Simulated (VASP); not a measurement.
## KAl3O: single point with PBE

The system is KAl3O.

```
K Al O
1.0
     3.80438    0.00000    0.00000
     0.00000    3.80438    0.00000
     0.00000    0.00000    8.13113
K Al O
1 3 1
Direct
  0.50000 0.50000 0.81258
  0.00000 0.50000 0.36066
  0.00000 0.00000 0.11751
  0.50000 0.00000 0.36066
  0.00000 0.00000 0.91027
```

```yaml
Program: VASP 6.6.1
Task: single point
Functional: PBE
Potentials_or_basis: VASP PAW PBE potentials, release 64 (K_sv, Al, O)
Cutoff: 520 eV
k_mesh: 10 × 10 × 6
Occupations: gaussian, width 0.1 eV
Spin: no spin polarisation
```

```yaml
Pressure: 0.1 GPa
Largest_force: 0.089 eV/Å
Band_gap_on_the_k_mesh: zero (band 12 reaches 3.53 eV, above the bottom of band 13 at 2.05 eV)
```

Forces on the atoms (eV/Å):
```
K    0.000  0.000 -0.012
Al   0.000  0.000 -0.004
Al   0.000  0.000  0.089
Al   0.000  0.000 -0.004
O    0.000  0.000 -0.071
```

Stress tensor (GPa, compression positive):
```
0.02 0.00 0.00
0.00 0.02 0.00
0.00 0.00 0.15
```

Levels at points of the mesh, in eV from the Fermi level:
```
           k point  band 10  band 11  band 12  band 13  band 14  band 15
(0.00, 0.00, 0.00)    -1.98     0.19     0.19     0.73     1.96     2.42
(0.50, 0.00, 0.00)    -2.09    -1.12    -0.79     1.93     2.98     2.98
(0.50, 0.50, 0.00)    -2.85    -2.45    -2.45     0.64     0.64     1.31
(0.00, 0.00, 0.50)    -1.98     0.19     0.19     1.78     1.99     2.41
(0.50, 0.00, 0.50)    -2.09    -1.38    -0.68     1.92     2.96     3.07
(0.50, 0.50, 0.50)    -2.83    -2.45    -2.45     0.74     0.74     1.07
```

Wall time 65 s on 1 thread of Intel(R) Xeon(R) 6975P-C (Granite Rapids), with other jobs on the host, peak memory 0.32 GiB.
